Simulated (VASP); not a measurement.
# Al2InSb3 (I-4m2) in VASP: single point with PBE

Aim: the single point of Al2InSb3 with PBE.

Everything below comes from runs of VASP 6.6.1. Logs are shortened: lines on timing, memory, paths and dates and some standing lists are left out, and cuts for length are marked.

### 1 The cell of the first run

It takes space group I-4m2 (No. 119, tetragonal). Conventional cell: a = 4.491 Å, b = 4.491 Å, c = 19.109 Å, α = 90.00°, β = 90.00°, γ = 90.00°. Al (site symmetry 2mm) has 4 Sb at 2.71 to 2.72 Å within 3.6 Å. In (site symmetry -4m2) has 4 Sb at 2.84 Å within 3.7 Å. Sb (site symmetry 2mm) has 2 Al at 2.71 Å and 2 In at 2.84 Å within 3.6 Å. Sb (site symmetry -4m2) has 4 Al at 2.72 Å within 3.6 Å.

### 2 Single point, PBE

File INCAR:

```
PREC = Accurate
ENCUT = 520
EDIFF = 1E-6
ISMEAR = 0
SIGMA = 0.1
LREAL = False
LASPH = True
NELM = 100
ALGO = Normal
ISIF = 2
LWAVE = False
LCHARG = False
GGA = PE
NBANDS = 26
```

File KPOINTS:

```
Automatic mesh
0
Gamma
  6 6 6
```

File POSCAR:

```
Al2InSb3
1.0
   -2.2453730000      2.2453730000      9.5545950000
    2.2453730000     -2.2453730000      9.5545950000
    2.2453730000      2.2453730000     -9.5545950000
Al In Sb
2 1 3
Direct
    0.6699230000      0.6699230000      0.0000000000
    0.3300770000      0.3300770000      0.0000000000
    0.0000000000      0.0000000000      0.0000000000
    0.5909050000      0.0909050000      0.5000000000
    0.2500000000      0.7500000000      0.5000000000
    0.9090950000      0.4090950000      0.5000000000
```

Potentials or basis: VASP PAW PBE potentials, release 64 (Al, In_d, Sb).

Started as:

```console
cat potpaw_PBE.64/Al/POTCAR potpaw_PBE.64/In_d/POTCAR potpaw_PBE.64/Sb/POTCAR > POTCAR
mpirun -np 1 vasp_std > vasp.out
```

OUTCAR:

```text
PREC = Accurate
   ENCUT = 520
   EDIFF = 1E-6
   ISMEAR = 0
   LREAL = False
   LASPH = True
   NELM = 100
   ISIF = 2
   GGA = PE

 ion  position               nearest neighbor table
   1  0.670  0.670  0.000-   4 2.71   4 2.71   5 2.72   5 2.72
   2  0.330  0.330  0.000-   6 2.71   6 2.71   5 2.72   5 2.72
   3  0.000  0.000  0.000-   4 2.84   6 2.84   4 2.84   6 2.84
   4  0.591  0.091  0.500-   1 2.71   1 2.71   3 2.84   3 2.84
   5  0.250  0.750  0.500-   2 2.72   1 2.72   2 2.72   1 2.72
   6  0.909  0.409  0.500-   2 2.71   2 2.71   3 2.84   3 2.84

  LATTYP: Found a body centered tetragonal cell.
 ALAT       =     4.4907460000
 C/A-ratio  =     4.2552373258

  Lattice vectors:

 A1 = (  -2.2453730000,   2.2453730000,   9.5545950000)
 A2 = (   2.2453730000,  -2.2453730000,   9.5545950000)
 A3 = (   2.2453730000,   2.2453730000,  -9.5545950000)

Analysis of symmetry for initial positions (statically):
=====================================================================
 Subroutine PRICEL returns:
 Original cell was already a primitive cell.

 Routine SETGRP: Setting up the symmetry group for a
 body centered tetragonal supercell.

 Subroutine GETGRP returns: Found  8 space group operations
 (whereof  8 operations were pure point group operations)
 out of a pool of 16 trial point group operations.

The static configuration has the point symmetry D_2d.

Analysis of symmetry for dynamics (positions and initial velocities):
=====================================================================
 Subroutine PRICEL returns:
 Original cell was already a primitive cell.

 Routine SETGRP: Setting up the symmetry group for a
 body centered tetragonal supercell.

 Subroutine GETGRP returns: Found  8 space group operations
 (whereof  8 operations were pure point group operations)
 out of a pool of 16 trial point group operations.

The dynamic configuration has the point symmetry D_2d.

 Subroutine INISYM returns: Found  8 space group operations
 (whereof  8 operations are pure point group operations),
 and found     1 'primitive' translations

----------------------------------------------------------------------------------------

                                     Primitive cell

  volume of cell :     192.6856

  direct lattice vectors                    reciprocal lattice vectors
    -2.245373000  2.245373000  9.554595000     0.000000000  0.222680152  0.052330842
[... 93 lines left out ...]
   NELM   =    100;   NELMIN=  2; NELMDL= -5     # of ELM steps
   EDIFF  = 0.1E-05   stopping-criterion for ELM
   LREAL  =      F    real-space projection
   EDIFFG = 0.1E-04   stopping-criterion for IOM
   NSW    =      0    number of steps for IOM
   IBRION =     -1    ionic relax: 0-MD 1-quasi-New 2-CG
   NFREE  =      0    steps in history (QN), initial steepest desc. (CG)
   ISIF   =      2    stress and relaxation
   ISYM   =      2    0-nonsym 1-usesym 2-fastsym
   POTIM  = 0.5000    time-step for ionic-motion
   TEBEG  =    0.0;   TEEND  =   0.0 temperature during run
   PSTRESS=    0.0 pullay stress
   NELECT =      34.0000    total number of electrons
   NUPDOWN=      -1.0000    fix difference up-down
   EMIN   =  10.00;   EMAX   =-10.00  energy-range for DOS
   EFERMI =   0.00;   METHOD = LEGACY
   ISMEAR =     0;   SIGMA  =   0.10  broadening in eV -4-tet -1-fermi 0-gaus
   EFERMI_NEDOS =   21; number of points for ismear=-14 and -15
   IALGO  =     38    algorithm
   IMIX   =      4    mixing-type and parameters
     AMIX     =   0.40;   BMIX     =  1.00
     AMIX_MAG =   1.60;   BMIX_MAG =  1.00
  volume/ion in A,a.u.               =      32.11       216.72
  Fermi-wavevector in a.u.,A,eV,Ry     =   0.918230  1.735203 11.471697  0.843146
  Thomas-Fermi vector in A             =   2.043288
   LORBIT       =      0    0 simple, 1 ext, 2 COOP (PROOUT), +10 PAW based schemes
   GGA     = PE    functional components
   LHFCALC =     F    Hartree Fock is set to
   AEXX    =    0.0000 exact exchange contribution
   IVDW    =     0    specifies the selected vdW correction
   LEPSILON=     F    determine dielectric tensor
   LRPA    =     F    only Hartree local field effects (RPA)
 non-spin polarized calculation
 Gauss-broadening in eV      SIGMA  =   0.10
  energy-cutoff  :      520.00
  volume of cell :      192.69
 maximum number of plane-waves:      5231
 NGX is ok and might be reduce to    80
   NGX = 37   NGY = 37   NGZ = 37

 number of electron      34.0000002 magnetization

 Free energy of the ion-electron system (eV)
  ---------------------------------------------------
  ext. energy  EPLUGINS =         0.00000000
  ---------------------------------------------------
  free energy    TOTEN  =       -23.30781087 eV

  energy without entropy =      -23.30781062  energy(sigma->0) =      -23.30781074

 E-fermi :   4.7758     XC(G=0):  -8.4727

 val. band max:        4.4878351636   @ k =   0.0000   0.0000   0.0000
 cond. band min:       5.0521038146   @ k =   0.0000   0.0000   0.0000
 fundamental gap:      0.5642686510
 Fermi energy:         4.7758027555

 k-point     1 :       0.0000    0.0000    0.0000
  band No.  band energies     occupation
      1      -9.9322      2.00000
      2      -9.8705      2.00000
      3      -9.8705      2.00000
      4      -9.8201      2.00000
      5      -9.8200      2.00000
      6      -5.9943      2.00000
[... 685 lines left out ...]
     25       8.3309      0.00000
     26       9.1626      0.00000

 [... further k-points ...]
[... 5 lines left out ...]
  --------------------------------------------------------------------------------------
  -------------------------------------------------------------------------------------
  Total        0.1507024      0.1507024     -0.0086241      0.0000000      0.0000000      0.0000000
  in kB        1.2530875      1.2530875     -0.0717090      0.0000000      0.0000000      0.0000000
  external PRESSURE =       0.8114887 kB  Pullay stress =       0.0000000 kB

 VOLUME and BASIS-vectors are now :
 -----------------------------------------------------------------------------
  energy-cutoff  :      520.00
  volume of cell :      192.69
      direct lattice vectors                 reciprocal lattice vectors
    -2.245373000  2.245373000  9.554595000     0.000000000  0.222680152  0.052330842
     2.245373000 -2.245373000  9.554595000     0.222680152  0.000000000  0.052330842
     2.245373000  2.245373000 -9.554595000     0.222680152  0.222680152  0.000000000

 POSITION                                       TOTAL-FORCE (eV/Angst)
 -----------------------------------------------------------------------------------
      0.00000      0.00000     12.80169         0.000000     -0.000000      0.001897
      0.00000      0.00000      6.30750         0.000000     -0.000000     -0.001897
      0.00000      0.00000      0.00000         0.000000     -0.000000     -0.000000
      0.00000      2.24537      1.73712        -0.000000      0.000000     -0.015862
      2.24537      0.00000      4.77730         0.000000     -0.000000     -0.000000
      0.00000      2.24537      7.81747        -0.000000      0.000000      0.015862
 -----------------------------------------------------------------------------------
    total drift:                               -0.000000      0.000000     -0.000000

  FREE ENERGIE OF THE ION-ELECTRON SYSTEM (eV)
  ---------------------------------------------------
  free  energy   TOTEN  =       -23.3078108734 eV

  energy  without entropy=      -23.3078106158  energy(sigma->0) =      -23.30781074
```

OSZICAR:

```text
N       E                     dE             d eps       ncg     rms          rms(c)
DAV:   1     0.204812161201E+03    0.20481E+03   -0.12354E+04  1560   0.110E+03
DAV:   2    -0.487984526933E+01   -0.20969E+03   -0.19960E+03  1758   0.252E+02
DAV:   3    -0.229089728630E+02   -0.18029E+02   -0.17651E+02  1990   0.811E+01
DAV:   4    -0.235441811975E+02   -0.63521E+00   -0.63315E+00  1886   0.176E+01
DAV:   5    -0.235757687293E+02   -0.31588E-01   -0.31585E-01  2434   0.371E+00    0.603E+00
DAV:   6    -0.233496052217E+02    0.22616E+00   -0.32341E-01  2274   0.543E+00    0.373E+00
DAV:   7    -0.233064885977E+02    0.43117E-01   -0.27208E-01  1978   0.304E+00    0.654E-01
DAV:   8    -0.233056771172E+02    0.81148E-03   -0.26639E-02  2052   0.142E+00    0.567E-01
DAV:   9    -0.233071409876E+02   -0.14639E-02   -0.31863E-03  1878   0.300E-01    0.182E-01
DAV:  10    -0.233076332415E+02   -0.49225E-03   -0.40051E-04  1942   0.129E-01    0.535E-02
DAV:  11    -0.233077949192E+02   -0.16168E-03   -0.18932E-04  1776   0.885E-02    0.308E-02
DAV:  12    -0.233078078266E+02   -0.12907E-04   -0.15176E-05  1978   0.291E-02    0.159E-02
DAV:  13    -0.233078107736E+02   -0.29470E-05   -0.76945E-06  1694   0.124E-02    0.285E-03
DAV:  14    -0.233078108734E+02   -0.99808E-07   -0.22564E-07  1322   0.316E-03
   1 F= -.23307811E+02 E0= -.23307811E+02  d E =-.257546E-06
```

stdout:

```text
POSCAR found type information on POSCAR AlInSb
 POSCAR found :  3 types and       6 ions
 scaLAPACK will be used
 LDA part: xc-table for (Slater+PW92), standard interpolation
 POSCAR, INCAR and KPOINTS ok, starting setup
 FFT: planning ... GRIDC
 FFT: planning ... GRID_SOFT
 FFT: planning ... GRID
 WAVECAR not read
 entering main loop
```

It took 17 min on 1 thread of AMD EPYC 7R13 (Zen 3), shared host; peak memory 0.95 GiB.

Results:

| Item | Value |
| --- | --- |
| Free energy | -23.3078 eV |
| Pressure | 0.1 GPa |
| Largest force | 0.016 eV/Å |
| Band gap on the k mesh | 0.56 eV, direct |

Forces in eV/Å, atoms in the order of the input:
```
Al   0.000  0.000  0.002
Al   0.000  0.000 -0.002
In   0.000  0.000  0.000
Sb   0.000  0.000 -0.016
Sb   0.000  0.000  0.000
Sb   0.000  0.000  0.016
```

Stress tensor (GPa, compression positive):
```
 0.13  0.00  0.00
 0.00  0.13  0.00
 0.00  0.00 -0.01
```

Levels at points of the mesh, in eV from the valence-band top:
```csv
k point,band 15,band 16,band 17,band 18,band 19,band 20
"(0.00, 0.00, 0.00)",-0.12,0.00,0.00,0.56,1.22,1.36
"(0.50, 0.00, 0.00)",-1.15,-0.93,-0.58,0.87,1.93,2.14
"(0.50, 0.50, 0.00)",-2.50,-2.12,-2.12,1.29,1.30,2.66
"(0.50, 0.50, 0.50)",-1.00,-0.62,-0.62,1.22,1.34,1.96
```

Caveat: spin-orbit coupling is left out, which moves the levels of the heavy elements. A k mesh can miss the band edges.
